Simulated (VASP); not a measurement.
# Si (Fd-3m) in VASP: electric field gradients with HSE06

Aim: the electric field gradients of Si with HSE06.

All numbers are computed with VASP 6.6.1; they aren't measurements. Logs are shortened: lines on timing, memory, paths and dates and some standing lists are left out, and cuts for length are marked.

**1. The cell of the first run**

It takes space group Fd-3m (No. 227, cubic). The conventional cell has a = 5.431 Å, b = 5.431 Å, c = 5.431 Å, α = 90.00°, β = 90.00°, γ = 90.00°. Within 3.1 Å of Si (site symmetry -43m) lie 4 Si at 2.35 Å.

**2. Electric field gradients, HSE06**

POSCAR

```
Si
1.0
    0.0000000000      2.7155000000      2.7155000000
    2.7155000000      0.0000000000      2.7155000000
    2.7155000000      2.7155000000      0.0000000000
Si
2
Direct
    0.0000000000      0.0000000000      0.0000000000
    0.2500000000      0.2500000000      0.2500000000
```

INCAR.step1

```
SYSTEM = Si
PREC     = Accurate       ! precision mode
ENCUT    = 400            ! plane-wave cutoff, eV
ISMEAR   = 0              ! smearing method
SIGMA    = 0.01           ! smearing width, eV
LREAL    = .False.        ! projectors in reciprocal space
LASPH    = .True.         ! aspherical terms in the spheres
NELM     = 120            ! most SCF steps
ALGO     = Normal         ! electronic algorithm
ISIF     = 2              ! what is computed and relaxed
LWAVE    = .True.         ! write WAVECAR
LCHARG   = .False.        ! write CHGCAR
GGA      = PE             ! functional
EDIFF    = 1E-5           ! SCF threshold, eV
NBANDS   = 11             ! bands
GGA_COMPAT= .False.      
KPAR     = 4
```

INCAR.step2

```
SYSTEM = Si
PREC     = Accurate       ! precision mode
ENCUT    = 400            ! plane-wave cutoff, eV
EDIFF    = 1E-8           ! SCF threshold, eV
ISMEAR   = 0              ! smearing method
SIGMA    = 0.01           ! smearing width, eV
LREAL    = .False.        ! projectors in reciprocal space
LASPH    = .True.         ! aspherical terms in the spheres
NELM     = 120            ! most SCF steps
ALGO     = Normal         ! electronic algorithm
ISIF     = 2              ! what is computed and relaxed
LWAVE    = .False.        ! write WAVECAR
LCHARG   = .False.        ! write CHGCAR
GGA      = PE             ! functional
LHFCALC  = .True.         ! exact exchange
HFSCREEN = 0.2079         ! screening, 1/A
PRECFOCK = Normal       
LEFG     = .True.       
ISTART   = 1            
NBANDS   = 11             ! bands
GGA_COMPAT= .False.      
KPAR     = 4
```

KPOINTS

```
Automatic mesh
0
Gamma
  12 12 12
  0 0 0
```

Potentials or basis: VASP PAW PBE potentials, release 64 (Si).

Run with:

```console
$ cat potpaw_PBE.64/Si/POTCAR > POTCAR
$ cp INCAR.step1 INCAR
$ mpirun -np 4 vasp_std > vasp.out
$ cp INCAR.step2 INCAR
$ mpirun -np 4 vasp_std > vasp.out
```

OUTCAR:

```text
SYSTEM = Si
   PREC = Accurate
   ENCUT = 400
   EDIFF = 1E-8
   ISMEAR = 0
   LREAL = .False.
   LASPH = .True.
   NELM = 120
   ISIF = 2
   GGA = PE
   LHFCALC = .True.
   HFSCREEN = 0.2079
   PRECFOCK = Normal
   ISTART = 1

 ion  position               nearest neighbor table
   1  0.000  0.000  0.000-   2 2.35   2 2.35   2 2.35   2 2.35
   2  0.250  0.250  0.250-   1 2.35   1 2.35   1 2.35   1 2.35

  LATTYP: Found a face centered cubic cell.
 ALAT       =     5.4310000000

  Lattice vectors:

 A1 = (   0.0000000000,   2.7155000000,   2.7155000000)
 A2 = (   2.7155000000,   0.0000000000,   2.7155000000)
 A3 = (   2.7155000000,   2.7155000000,   0.0000000000)

Analysis of symmetry for initial positions (statically):
=====================================================================
 Subroutine PRICEL returns:
 Original cell was already a primitive cell.

 Routine SETGRP: Setting up the symmetry group for a
 face centered cubic supercell.

 Subroutine GETGRP returns: Found 48 space group operations
 (whereof 24 operations were pure point group operations)
 out of a pool of 48 trial point group operations.

The static configuration has the point symmetry T_d .
 The point group associated with its full space group is O_h .

Analysis of symmetry for dynamics (positions and initial velocities):
=====================================================================
 Subroutine PRICEL returns:
 Original cell was already a primitive cell.

 Routine SETGRP: Setting up the symmetry group for a
 face centered cubic supercell.

 Subroutine GETGRP returns: Found 48 space group operations
 (whereof 24 operations were pure point group operations)
 out of a pool of 48 trial point group operations.

The dynamic configuration has the point symmetry T_d .
 The point group associated with its full space group is O_h .

 Subroutine INISYM returns: Found 48 space group operations
 (whereof 24 operations are pure point group operations),
 and found     1 'primitive' translations

----------------------------------------------------------------------------------------

                                     Primitive cell

  volume of cell :      40.0479

  direct lattice vectors                    reciprocal lattice vectors
[... 146 lines left out ...]
 val. band max:        5.4729911377   @ k =   0.0000   0.0000   0.0000
 cond. band min:       6.6095317937   @ k =   0.4167   0.4167   0.0000
 fundamental gap:      1.1365406560
 Fermi energy:         5.5669350612

 k-point     1 :       0.0000    0.0000    0.0000
  band No.  band energies     occupation
      1      -7.8192      2.00000
      2       5.4730      2.00000
      3       5.4730      2.00000
      4       5.4730      2.00000
      5       8.7940      0.00000
      6       8.7940      0.00000
      7       8.7940      0.00000
      8       9.7834      0.00000
      9      14.2574      0.00000
     10      14.2574      0.00000
     11      14.2623      0.00000
[... 309 lines left out ...]
 k-point    24 :      -0.4167    0.1667    0.0000
  band No.  band energies     occupation
      1      -4.9206      2.00000
      2      -2.0136      2.00000
      3       2.2381      2.00000
      4       3.7373      2.00000
      5       8.3662      0.00000
      6      10.3564      0.00000
      7      10.7476      0.00000
      8      14.5562      0.00000
      9      15.1325      0.00000
     10      15.3917      0.00000
     11      17.7149      0.00000

 [... further k-points ...]

------------------------ aborting loop because EDIFF is reached ----------------------------------------

  FORCE on cell =-STRESS in cart. coord.  units (eV):
  Direction    XX          YY          ZZ          XY          YZ          ZX
  --------------------------------------------------------------------------------------
  -------------------------------------------------------------------------------------
  Total        0.0296499      0.0296499      0.0296499     -0.0000000      0.0000000      0.0000000
  in kB        1.1861896      1.1861896      1.1861896     -0.0000000      0.0000000      0.0000000
  external PRESSURE =       1.1861896 kB  Pullay stress =       0.0000000 kB

 VOLUME and BASIS-vectors are now :
 -----------------------------------------------------------------------------
  energy-cutoff  :      400.00
  volume of cell :       40.05
      direct lattice vectors                 reciprocal lattice vectors
     0.000000000  2.715500000  2.715500000    -0.184128153  0.184128153  0.184128153
     2.715500000  0.000000000  2.715500000     0.184128153 -0.184128153  0.184128153
     2.715500000  2.715500000  0.000000000     0.184128153  0.184128153 -0.184128153

 POSITION                                       TOTAL-FORCE (eV/Angst)
 -----------------------------------------------------------------------------------
      0.00000      0.00000      0.00000         0.000000      0.000000      0.000000
      1.35775      1.35775      1.35775        -0.000000     -0.000000     -0.000000
 -----------------------------------------------------------------------------------
    total drift:                               -0.000022     -0.000007     -0.000041

  FREE ENERGIE OF THE ION-ELECTRON SYSTEM (eV)
  ---------------------------------------------------
  free  energy   TOTEN  =       -12.5523167416 eV

  energy  without entropy=      -12.5523167416  energy(sigma->0) =      -12.55231674

 Electric field gradients (V/A^2)
---------------------------------------------------------------------
 ion       V_xx      V_yy      V_zz      V_xy      V_xz      V_yz
---------------------------------------------------------------------
   1       0.000     0.000    -0.000    -0.000    -0.000    -0.000
   2       0.000    -0.000    -0.000    -0.000    -0.000    -0.000
---------------------------------------------------------------------

 Electric field gradients after diagonalization (V/A^2)
 (convention: |V_zz| > |V_xx| > |V_yy|)
----------------------------------------------------------------------
 ion       V_xx      V_yy      V_zz     asymmetry (V_yy - V_xx)/ V_zz
----------------------------------------------------------------------
   1       0.000     0.000    -0.000       0.000
   2       0.000     0.000    -0.000       0.001
----------------------------------------------------------------------

           NMR quadrupolar parameters

 Cq : quadrupolar parameter    Cq=e*Q*V_zz/h
 eta: asymmetry parameters     (V_yy - V_xx)/ V_zz
 Q  : nuclear electric quadrupole moment in mb (millibarn)
----------------------------------------------------------------------
 ion       Cq(MHz)       eta       Q (mb)
----------------------------------------------------------------------
   1      -0.000       0.000       1.000
   2      -0.000       0.001       1.000
----------------------------------------------------------------------
```

OUTCAR.step1:

```text
SYSTEM = Si
   PREC = Accurate
   ENCUT = 400
   ISMEAR = 0
   LREAL = .False.
   LASPH = .True.
[... 561 lines left out ...]
      0.00000      0.00000      0.00000         0.000000     -0.000000     -0.000000
      1.35775      1.35775      1.35775        -0.000000      0.000000      0.000000
 -----------------------------------------------------------------------------------
    total drift:                                0.000000      0.000000     -0.000000

  FREE ENERGIE OF THE ION-ELECTRON SYSTEM (eV)
  ---------------------------------------------------
  free  energy   TOTEN  =       -10.8445636194 eV

  energy  without entropy=      -10.8445636194  energy(sigma->0) =      -10.84456362
```

OSZICAR.step1:

```text
N       E                     dE             d eps       ncg     rms          rms(c)
DAV:   1     0.423325794602E+01    0.42333E+01   -0.27239E+03  1584   0.451E+02
DAV:   2    -0.105440185674E+02   -0.14777E+02   -0.14012E+02  2123   0.758E+01
DAV:   3    -0.110211703962E+02   -0.47715E+00   -0.47611E+00  2060   0.114E+01
DAV:   4    -0.110244552278E+02   -0.32848E-02   -0.32844E-02  1885   0.120E+00
DAV:   5    -0.110244873345E+02   -0.32107E-04   -0.32106E-04  2013   0.107E-01    0.487E+00
DAV:   6    -0.108999214553E+02    0.12457E+00   -0.70999E-02  1782   0.109E+00    0.297E+00
DAV:   7    -0.108430873854E+02    0.56834E-01   -0.13678E-01  1829   0.162E+00    0.184E-01
DAV:   8    -0.108443348003E+02   -0.12474E-02   -0.60031E-03  1799   0.415E-01    0.810E-02
DAV:   9    -0.108445378231E+02   -0.20302E-03   -0.19192E-04  2016   0.838E-02    0.599E-02
DAV:  10    -0.108445631010E+02   -0.25278E-04   -0.21963E-05  1869   0.267E-02    0.593E-03
DAV:  11    -0.108445636194E+02   -0.51848E-06   -0.19598E-06  1165   0.735E-03
   1 F= -.10844564E+02 E0= -.10844564E+02  d E =-.260904E-21
```

Run time: 42 min. Hardware: 4 MPI ranks of AMD EPYC 9R45 (Zen 5), shared host; peak memory 0.3 GiB.

What came out:

```yaml
Free_energy: -12.5523 eV
Pressure: 0.1 GPa
Band_gap_on_the_k_mesh: 1.14 eV (least direct gap 3.32 eV)
Largest_electric_field_gradient_by_atom: under 0.05 V/Å² on every atom
```

Caveat: the PAW data sets were made with another functional, which shifts forces and pressure a little.
